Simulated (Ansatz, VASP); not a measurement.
**One calculation of Ag, two programs**

```xyz
2
Lattice="2.9300 0.0000 0.0000 -1.4650 2.4233 0.0000 0.0000 0.0000 4.7900" Properties=species:S:1:pos:R:3 pbc="T T T"
Ag    0.0000    1.6155    1.1975
Ag    1.4650    0.8078    3.5925
```

Change from the starting cell: strain -0.0450 x Voigt [0, 1, 0, 0, 0, 0], atoms carried along.

Alike in both runs: task single point; functional r2SCAN; k mesh 18 × 18 × 10; occupations gaussian, width 0.15 eV; no spin polarisation.

|  | VASP | Ansatz |
| --- | --- | --- |
| version | VASP 6.6.1 | Ansatz 0.2.0 |
| potentials or method | VASP PAW PBE potentials, release 64 (Ag), cutoff 520 eV | scalar-relativistic, plane waves, PAW |
| valence electrons in the cell | 22 | 38 |

VASP gave:

```
gap on the k mesh at the Fermi level (eV)                     : none
pressure (GPa)                                                : 2.4
traceless stress, the component that is largest in VASP (GPa) : 2.43
rms of the force components (eV/Å)                            : 0.028
```

Which values does Ansatz return?

gap on the k mesh at the Fermi level (eV): none; pressure (GPa): 2.2; traceless stress, the component that is largest in VASP (GPa): 2.38; rms of the force components (eV/Å): 0.028.

VASP's potentials were made for PBE, not for r2SCAN. Atom by atom the forces differ by 0.000 eV/Å (rms over components). A gap of «none» marks a metal or a gap that the smearing closes. VASP's potentials hold 22 valence electrons a cell and Ansatz's 38, so a difference there can come from the potentials and not from the codes.
